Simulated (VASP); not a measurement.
A run of VASP 6.6.1 is set up as follows.

INCAR

```
  PREC = Accurate
  ENCUT = 500
  EDIFF = 1E-7
  ISMEAR = -1
  SIGMA = 0.1
  LREAL = F
  LASPH = T
  NELM = 120
  ALGO = Normal
  ISIF = 3
  LWAVE = F
  LCHARG = F
  GGA = PE
  IBRION = 2
  NSW = 80
  EDIFFG = -0.02
  GGA_COMPAT = F
  NELMIN = 4
```

The input KPOINTS:

```
Automatic mesh
0
Gamma
  9 9 9
```

POSCAR

```
Sb
1.0
   -1.9600000000      1.9600000000      1.9600000000
    1.9600000000     -1.9600000000      1.9600000000
    1.9600000000      1.9600000000     -1.9600000000
Sb
1
Direct
    0.0000000000      0.0000000000      0.0000000000
```

Potentials or basis: VASP PAW PBE potentials, release 64 (Sb).

Launch:

```console
$ cat potpaw_PBE.64/Sb/POTCAR > POTCAR
$ mpirun -np 1 vasp_std > vasp.out
```

**Question.** Predict the relaxed volume.

**Answer.** 27.13 Å³/atom.

**Question.** Predict the space group after relaxing (to 0.1 Å).

**Answer.** Im-3m (No. 229).

**Question.** What does it give for the band gap on the k mesh?

**Answer.** Zero (an odd number of electrons rules out a gap without spin polarisation).

**Question.** What does it give for the relaxed cell?

**Answer.** a = 3.279 Å, b = 3.279 Å, c = 3.279 Å, α = 109.47°, β = 109.47°, γ = 109.47°.

Final structure:
```cif
data_structure
_symmetry_space_group_name_H-M 'P 1'
_symmetry_Int_Tables_number 1
_cell_length_a 3.2786
_cell_length_b 3.2786
_cell_length_c 3.2786
_cell_angle_alpha 109.471
_cell_angle_beta 109.471
_cell_angle_gamma 109.471
_cell_volume 27.13
loop_
_atom_site_label
_atom_site_type_symbol
_atom_site_fract_x
_atom_site_fract_y
_atom_site_fract_z
_atom_site_occupancy
Sb1 Sb 0.00000 0.00000 0.00000 1
```

Caveat: spin-orbit coupling is left out, which moves the levels of the heavy elements.
